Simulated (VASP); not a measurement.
Input of a VASP 6.6.1 run:

The input INCAR:

```
ALGO = Normal
EDIFF = 1E-6
EDIFFG = -0.005
ENCUT = 600
GGA = PE
IBRION = 2
ISIF = 3
ISMEAR = -1
LASPH = True
LCHARG = False
LREAL = False
LWAVE = False
NELM = 60
NSW = 100
PREC = Accurate
SIGMA = 0.03
```

File KPOINTS:

```
k-points
0
Gamma
  14 14 8
```

The input POSCAR:

```
NaH
1.0
    3.3231558283      0.0000000000      0.0000000000
   -1.6615779141      2.8779373680      0.0000000000
    0.0000000000      0.0000000000      5.4167440001
Na H
2 2
Direct
    0.3333333333      0.6666666667      0.0000000000
    0.6666666667      0.3333333333      0.5000000000
    0.3333333333      0.6666666667      0.3760000000
    0.6666666667      0.3333333333      0.8760000000
```

Potentials or basis: VASP PAW PBE potentials, release 64 (Na_pv, H).

The run is started by

```sh
$ cat potpaw_PBE.64/Na_pv/POTCAR potpaw_PBE.64/H/POTCAR > POTCAR
$ mpirun -np 1 vasp_std > vasp.out
```

**Question.** Estimate the band gap on the k mesh.

**Answer.** 3.40 eV (least direct gap 4.09 eV).

**Question.** What does it give for the relaxed cell?

**Answer.** a = 3.954 Å, b = 3.954 Å, c = 4.883 Å, α = 90.00°, β = 90.00°, γ = 120.00°.

**Question.** Predict the space group after relaxing (to 0.1 Å).

**Answer.** P6_3/mmc (No. 194).

Step by step:
```csv
step,energy change (eV),largest force (eV/Å),pressure (GPa),volume (Å³)
1,0.0000,0.0305,9.79,51.80
2,-0.2804,0.0408,5.10,57.97
3,-0.4447,0.0415,0.94,67.42
4,-0.4532,0.0401,0.08,70.22
5,-0.4532,0.0395,-0.06,70.62
6,-0.4540,0.0388,-0.01,70.62
7,-0.4560,0.0357,0.01,70.59
8,-0.4588,0.0319,-0.04,70.53
9,-0.4608,0.0336,-0.06,70.35
10,-0.4621,0.0005,0.00,69.92
11,-0.4621,0.0019,-0.02,69.94
12,-0.4621,0.0002,0.02,69.93
13,-0.4621,0.0064,-0.03,70.07
14,-0.4621,0.0054,-0.04,70.04
15,-0.4621,0.0075,-0.03,69.95
16,-0.4622,0.0151,-0.01,69.72
17,-0.4622,0.0151,0.04,69.68
18,-0.4622,0.0151,0.04,69.60
19,-0.4623,0.0147,0.07,69.43
20,-0.4623,0.0148,0.14,69.11
21,-0.4623,0.0138,0.13,69.11
22,-0.4626,0.0106,0.09,69.10
23,-0.4630,0.0058,0.12,69.10
24,-0.4637,0.0013,0.01,69.08
25,-0.4661,0.0046,-0.13,69.01
26,-0.4782,0.0100,-0.45,68.81
27,-0.4766,0.1272,-0.37,68.03
28,-0.4851,0.0173,-0.55,68.68
29,-0.4954,0.0061,-0.60,68.40
30,-0.4956,0.0127,-0.61,68.36
31,-0.4908,0.0139,1.03,63.08
32,-0.5001,0.0139,0.02,66.13
33,-0.5005,0.0093,0.05,66.13
34,-0.5006,0.0050,0.04,66.13
35,-0.5006,0.0066,0.00,66.13
36,-0.5007,0.0008,0.02,66.13
```

Caveat: the volume moved by over 15 % at a fixed basis, so the end points are rough. A k mesh can miss the band edges.
